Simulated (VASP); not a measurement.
# Re (P6_3/mmc) in VASP: further runs, part 2 of 2

VASP 6.6.1.

## 5. Single point, PBE (15.33 Å³/atom)

This run uses another cell than the first one, of 15.33 Å³/atom.

Input file INCAR:

```
PREC = Accurate
ENCUT = 520
EDIFF = 1E-7
ISMEAR = -1
SIGMA = 0.08
LREAL = False
LASPH = True
NELM = 60
ALGO = Normal
ISIF = 2
LWAVE = False
LCHARG = False
GGA = PE
NBANDS = 14
```

Input file KPOINTS:

```
Automatic mesh
0
Gamma
  14 14 8
```

Input file POSCAR:

```
Re
1.0
    2.7977061402      0.0000000000      0.0000000000
   -1.3988530700      2.4228845897      0.0000000000
    0.0000000000      0.0000000000      4.5229545082
Re
2
Direct
    0.3333333333      0.6666666667      0.2500000000
    0.6666666667      0.3333333333      0.7500000000
```

Potentials or basis: VASP PAW PBE potentials, release 64 (Re).

The run is started by

```bash
cat potpaw_PBE.64/Re/POTCAR > POTCAR
mpirun -np 1 vasp_std > vasp.out
```

OUTCAR:

```text
PREC = Accurate
   ENCUT = 520
   EDIFF = 1E-7
   ISMEAR = -1
   LREAL = False
   LASPH = True
   NELM = 60
   ISIF = 2
   GGA = PE

 ion  position               nearest neighbor table
   1  0.333  0.667  0.250-   2 2.78   2 2.78   2 2.78   2 2.78   2 2.78   2 2.78
   2  0.667  0.333  0.750-   1 2.78   1 2.78   1 2.78   1 2.78   1 2.78   1 2.78

  LATTYP: Found a hexagonal cell.
 ALAT       =     2.7977061402
 C/A-ratio  =     1.6166653256

  Lattice vectors:

 A1 = (   2.7977061402,   0.0000000000,   0.0000000000)
 A2 = (  -1.3988530700,   2.4228845897,   0.0000000000)
 A3 = (   0.0000000000,   0.0000000000,   4.5229545082)

Analysis of symmetry for initial positions (statically):
=====================================================================
 Subroutine PRICEL returns:
 Original cell was already a primitive cell.

 Routine SETGRP: Setting up the symmetry group for a
 hexagonal supercell.

 Subroutine GETGRP returns: Found 24 space group operations
 (whereof 12 operations were pure point group operations)
 out of a pool of 24 trial point group operations.

The static configuration has the point symmetry D_3d.
 The point group associated with its full space group is D_6h.

Analysis of symmetry for dynamics (positions and initial velocities):
=====================================================================
 Subroutine PRICEL returns:
 Original cell was already a primitive cell.

 Routine SETGRP: Setting up the symmetry group for a
 hexagonal supercell.

 Subroutine GETGRP returns: Found 24 space group operations
 (whereof 12 operations were pure point group operations)
 out of a pool of 24 trial point group operations.

The dynamic configuration has the point symmetry D_3d.
 The point group associated with its full space group is D_6h.

 Subroutine INISYM returns: Found 24 space group operations
 (whereof 12 operations are pure point group operations),
 and found     1 'primitive' translations

----------------------------------------------------------------------------------------

                                     Primitive cell

  volume of cell :      30.6589

  direct lattice vectors                    reciprocal lattice vectors
     2.797706140  0.000000000  0.000000000     0.357435681  0.206365587  0.000000000
    -1.398853070  2.422884590  0.000000000     0.000000000  0.412731174  0.000000000
     0.000000000  0.000000000  4.522954508     0.000000000  0.000000000  0.221094419

  length of vectors
     2.797706140  2.797706140  4.522954508     0.412731174  0.412731174  0.221094419

  position of ions in fractional coordinates (direct lattice)
     0.333333333  0.666666667  0.250000000
     0.666666667  0.333333333  0.750000000

  ion indices of the primitive-cell ions
   primitive index   ion index
                 1           1
                 2           2

----------------------------------------------------------------------------------------

 KPOINTS: Automatic mesh

Automatic generation of k-mesh.
 Grid dimensions read from file:
 generate k-points for:   14   14    8

 Generating k-lattice:

  Cartesian coordinates                     Fractional coordinates (reciprocal lattice)
     0.025531120  0.014740399  0.000000000     0.071428571  0.000000000  0.000000000
     0.000000000  0.029480798  0.000000000     0.000000000  0.071428571  0.000000000
     0.000000000  0.000000000  0.027636802     0.000000000  0.000000000  0.125000000

  Length of vectors
     0.029480798  0.029480798  0.027636802

  Shift w.r.t. Gamma in fractional coordinates (k-lattice)
     0.000000000  0.000000000  0.000000000

 Subroutine IBZKPT returns following result:
 ===========================================

 Found    120 irreducible k-points:

 Following reciprocal coordinates:
            Coordinates               Weight
  0.000000  0.000000  0.000000      1.000000
  0.071429 -0.000000  0.000000      6.000000
  0.142857 -0.000000  0.000000      6.000000
  0.214286 -0.000000  0.000000      6.000000
  0.285714 -0.000000  0.000000      6.000000
  0.357143 -0.000000  0.000000      6.000000
[... 16 lines left out ...]
  0.285714  0.285714  0.000000      6.000000
  0.357143  0.285714  0.000000      6.000000
 [... further k-points ...]
   k-points           NKPTS =    120   k-points in BZ     NKDIM =    120   number of bands    NBANDS=     14
   number of dos      NEDOS =    301   number of ions     NIONS =      2
   total plane-waves  NPLWV =  20736
   dimension x,y,z NGX =    24 NGY =   24 NGZ =   36
   dimension x,y,z NGXF=    48 NGYF=   48 NGZF=   72
   ions per type =               2
   NGX,Y,Z   is equivalent  to a cutoff of  14.26, 14.26, 13.23 a.u.
   NGXF,Y,Z  is equivalent  to a cutoff of  28.52, 28.52, 26.46 a.u.
 SYSTEM =  unknown system
   PREC   = accura    normal or accurate (medium, high low for compatibility)
   ISTART =      0    job   : 0-new  1-cont  2-samecut
   ICHARG =      2    charge: 1-file 2-atom 10-const
   ISPIN  =      1    spin polarized calculation?
   LNONCOLLINEAR =      F non collinear calculations
   LSORBIT =      F    spin-orbit coupling
   LASPH  =      T    aspherical Exc in radial PAW
   ENCUT  =  520.0 eV  38.22 Ry    6.18 a.u.   5.20  5.20  8.41*2*pi/ulx,y,z
   NELM   =     60;   NELMIN=  2; NELMDL= -5     # of ELM steps
   EDIFF  = 0.1E-06   stopping-criterion for ELM
   LREAL  =      F    real-space projection
   EDIFFG = 0.1E-05   stopping-criterion for IOM
   NSW    =      0    number of steps for IOM
   IBRION =     -1    ionic relax: 0-MD 1-quasi-New 2-CG
   NFREE  =      0    steps in history (QN), initial steepest desc. (CG)
   ISIF   =      2    stress and relaxation
   ISYM   =      2    0-nonsym 1-usesym 2-fastsym
   POTIM  = 0.5000    time-step for ionic-motion
   TEBEG  =    0.0;   TEEND  =   0.0 temperature during run
   PSTRESS=    0.0 pullay stress
   NELECT =      14.0000    total number of electrons
   NUPDOWN=      -1.0000    fix difference up-down
   EMIN   =  10.00;   EMAX   =-10.00  energy-range for DOS
   EFERMI =   0.00;   METHOD = LEGACY
   ISMEAR =    -1;   SIGMA  =   0.08  broadening in eV -4-tet -1-fermi 0-gaus
   EFERMI_NEDOS =   21; number of points for ismear=-14 and -15
   IALGO  =     38    algorithm
   IMIX   =      4    mixing-type and parameters
     AMIX     =   0.40;   BMIX     =  1.00
     AMIX_MAG =   1.60;   BMIX_MAG =  1.00
  volume/ion in A,a.u.               =      15.33       103.45
  Fermi-wavevector in a.u.,A,eV,Ry     =   1.260662  2.382305 21.623296  1.589267
  Thomas-Fermi vector in A             =   2.394160
   LORBIT       =      0    0 simple, 1 ext, 2 COOP (PROOUT), +10 PAW based schemes
   GGA     = PE    functional components
   LHFCALC =     F    Hartree Fock is set to
   AEXX    =    0.0000 exact exchange contribution
   IVDW    =     0    specifies the selected vdW correction
   LEPSILON=     F    determine dielectric tensor
   LRPA    =     F    only Hartree local field effects (RPA)
 non-spin polarized calculation
  energy-cutoff  :      520.00
  volume of cell :       30.66
 maximum number of plane-waves:       837
 NGX is ok and might be reduce to    24
   NGX = 11   NGY = 11   NGZ = 17

 number of electron      14.0000000 magnetization

 Free energy of the ion-electron system (eV)
  ---------------------------------------------------
  ext. energy  EPLUGINS =         0.00000000
  ---------------------------------------------------
  free energy    TOTEN  =       -24.84832863 eV

  energy without entropy =      -24.81377401  energy(sigma->0) =      -24.83105132

 E-fermi :   7.3738     XC(G=0): -13.5057

 val. band max:        7.3692577026   @ k =   0.2143   0.1429   0.5000
 cond. band min:       7.3924036722   @ k =   0.1429   0.1429   0.0000
 fundamental gap:      0.0231459696
 Fermi energy:         7.3738488728

 k-point     1 :       0.0000    0.0000    0.0000
  band No.  band energies     occupation
      1      -2.1961      2.00000
      2       1.0579      2.00000
      3       5.8934      2.00000
      4       5.9122      2.00000
      5       5.9122      2.00000
      6       6.6913      1.99961
      7       6.6913      1.99961
      8       7.5786      0.14357
      9       7.5786      0.14357
     10       7.9165      0.00226
     11      10.5618      0.00000
     12      10.5618      0.00000
     13      16.8488      0.00000
     14      21.4837      0.00000
[... 377 lines left out ...]
      1       2.4940      2.00000
      2       3.3233      2.00000
      3       3.4883      2.00000
      4       4.2432      2.00000
      5       5.2652      2.00000
      6       5.5174      2.00000
      7       7.2910      1.47611
      8      10.0372      0.00000
      9      10.5088      0.00000
     10      10.6970      0.00000
     11      13.7035      0.00000
     12      13.7754      0.00000
     13      15.5062      0.00000
     14      20.9482      0.00000

 [... further k-points ...]
[... 5 lines left out ...]
  --------------------------------------------------------------------------------------
  -------------------------------------------------------------------------------------
  Total       -1.7399267     -1.7399267     -1.7907086     -0.0000000      0.0000000      0.0000000
  in kB      -90.9252463    -90.9252462    -93.5790128     -0.0000000      0.0000000      0.0000000
  external PRESSURE =     -91.8098351 kB  Pullay stress =       0.0000000 kB

 VOLUME and BASIS-vectors are now :
 -----------------------------------------------------------------------------
  energy-cutoff  :      520.00
  volume of cell :       30.66
      direct lattice vectors                 reciprocal lattice vectors
     2.797706140  0.000000000  0.000000000     0.357435681  0.206365587  0.000000000
    -1.398853070  2.422884590  0.000000000     0.000000000  0.412731174  0.000000000
     0.000000000  0.000000000  4.522954508     0.000000000  0.000000000  0.221094419

 POSITION                                       TOTAL-FORCE (eV/Angst)
 -----------------------------------------------------------------------------------
     -0.00000      1.61526      1.13074         0.000000     -0.000000      0.000000
      1.39885      0.80763      3.39222        -0.000000      0.000000      0.000000
 -----------------------------------------------------------------------------------
    total drift:                               -0.000000      0.000000     -0.000000

  FREE ENERGIE OF THE ION-ELECTRON SYSTEM (eV)
  ---------------------------------------------------
  free  energy   TOTEN  =       -24.8483286273 eV

  energy  without entropy=      -24.8137740099  energy(sigma->0) =      -24.83105132
```

OSZICAR:

```text
N       E                     dE             d eps       ncg     rms          rms(c)
DAV:   1     0.209783937917E+02    0.20978E+02   -0.67509E+03  6720   0.122E+03
DAV:   2    -0.252740239093E+02   -0.46252E+02   -0.40694E+02  5538   0.279E+02
DAV:   3    -0.263120272283E+02   -0.10380E+01   -0.10109E+01  5260   0.432E+01
DAV:   4    -0.263226299866E+02   -0.10603E-01   -0.10587E-01  5188   0.306E+00
DAV:   5    -0.263228427752E+02   -0.21279E-03   -0.21275E-03  5298   0.770E-01    0.395E+01
DAV:   6    -0.252135550722E+02    0.11093E+01   -0.92794E-01  5852   0.271E+01    0.151E+01
DAV:   7    -0.248637845882E+02    0.34977E+00   -0.56852E-01  5880   0.206E+01    0.812E-01
DAV:   8    -0.248488832918E+02    0.14901E-01   -0.10917E-02  6458   0.155E+00    0.304E-01
DAV:   9    -0.248483097442E+02    0.57355E-03   -0.32860E-04  6126   0.189E-01    0.454E-02
DAV:  10    -0.248483279650E+02   -0.18221E-04   -0.34390E-05  5488   0.429E-02    0.123E-02
DAV:  11    -0.248483296736E+02   -0.17086E-05   -0.67490E-07  4492   0.251E-02    0.191E-03
DAV:  12    -0.248483287881E+02    0.88552E-06   -0.31552E-07  3854   0.752E-03    0.141E-03
DAV:  13    -0.248483286744E+02    0.11371E-06   -0.17534E-08  2502   0.393E-03    0.406E-04
DAV:  14    -0.248483286273E+02    0.47043E-07   -0.13996E-08  2376   0.277E-03
   1 F= -.24848329E+02 E0= -.24831051E+02  d E =-.345546E-01
```

stdout:

```text
POSCAR found type information on POSCAR Re
 POSCAR found :  1 types and       2 ions
 scaLAPACK will be used
 LDA part: xc-table for (Slater+PW92), standard interpolation
 POSCAR, INCAR and KPOINTS ok, starting setup
 FFT: planning ... GRIDC
 FFT: planning ... GRID_SOFT
 FFT: planning ... GRID
 WAVECAR not read
 entering main loop
```

Wall time 23 s (1 thread of Intel Xeon 6975P-C (Granite Rapids), shared host); peak memory 0.18 GiB.

Results:

```yaml
Free_energy: -24.8483 eV
Pressure: -9.2 GPa
Band_gap_on_the_k_mesh: zero (bands 7 and 8 overlap by 3.07 eV)
```

Stress tensor (GPa, compression positive):
```
-9.09  0.00  0.00
 0.00 -9.09  0.00
 0.00  0.00 -9.36
```

Levels at points of the mesh, in eV from the Fermi level:
| k point | band 4 | band 5 | band 6 | band 7 | band 8 | band 9 | band 10 | band 11 |
| --- | --- | --- | --- | --- | --- | --- | --- | --- |
| (0.00, 0.00, 0.00) | -1.46 | -1.46 | -0.68 | -0.68 | 0.20 | 0.20 | 0.54 | 3.19 |
| (0.50, 0.00, 0.00) | -1.79 | -1.70 | -1.31 | -0.57 | 3.74 | 4.10 | 4.24 | 5.71 |
| (0.00, 0.00, 0.50) | -2.26 | -1.58 | -1.58 | -1.58 | -1.58 | 2.41 | 2.41 | 2.41 |
| (0.50, 0.00, 0.50) | -3.85 | 0.40 | 0.40 | 0.86 | 0.86 | 4.03 | 4.03 | 4.52 |

Caveat: the cell stands under tension; spin-orbit coupling is left out, which moves the levels of the heavy elements.

## 6. The runs side by side

```tsv
cell	gap on the mesh (eV)	pressure (GPa)
a = 2.728, b = 2.728, c = 4.410 Å, angles 90.0, 90.0, 120.0°, 2 atoms	none	20.8
a = 2.751, b = 2.751, c = 4.448 Å, angles 90.0, 90.0, 120.0°, 2 atoms	none	9.4
a = 2.775, b = 2.775, c = 4.486 Å, angles 90.0, 90.0, 120.0°, 2 atoms	none	-0.5
a = 2.798, b = 2.798, c = 4.523 Å, angles 90.0, 90.0, 120.0°, 2 atoms	none	-9.2
```

Alike in all rows: task single point; level PBE; potentials or basis VASP PAW PBE potentials, release 64 (Re); no spin polarisation; k mesh 14 × 14 × 8; cutoff (eV) 520; smearing fermi-dirac 0.08 eV.

Caveats: spin-orbit coupling is left out, which moves the levels of the heavy elements; the cell stands under pressure (at least some runs); the cell stands under tension (at least some runs).

Total energies depend on the potentials used, so only differences within one code and one set of settings carry meaning.

The gap in the log of VASP goes by the Fermi energy; the results here count the filled bands.